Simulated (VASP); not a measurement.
Here is a VASP 6.6.1 calculation.

File INCAR:

```
SYSTEM = Be
  PREC = Accurate
  ENCUT = 520
  EDIFF = 1E-6
  ISMEAR = 0
  SIGMA = 0.1
  LREAL = .False.
  LASPH = .True.
  NELM = 80
  ALGO = Fast
  ISIF = 2
  LWAVE = .False.
  LCHARG = .False.
  GGA = PE
  NBANDS = 9
```

File KPOINTS:

```
regular mesh
0
Gamma
  9 9 6
  0 0 0
```

POSCAR

```
Be
1.0
    2.0765397040      0.0000000000      0.0000000000
   -1.0382698520      1.7983361356      0.0000000000
    0.0000000000      0.0000000000      3.2813305384
Be
2
Direct
    0.3333333333      0.6666666667      0.2500000000
    0.6666666667      0.3333333333      0.7500000000
```

Potentials or basis: VASP PAW PBE potentials, release 64 (Be).

Launch:

```sh
$ cat potpaw_PBE.64/Be/POTCAR > POTCAR
$ mpirun -np 1 vasp_std > vasp.out
```

Predict the pressure.

48.2 GPa.

Predict the band gap on the k mesh.

zero (band 2 reaches 10.41 eV, above the bottom of band 3 at 7.99 eV).

Caveat: the k points lie up to 0.39 Å⁻¹ apart.
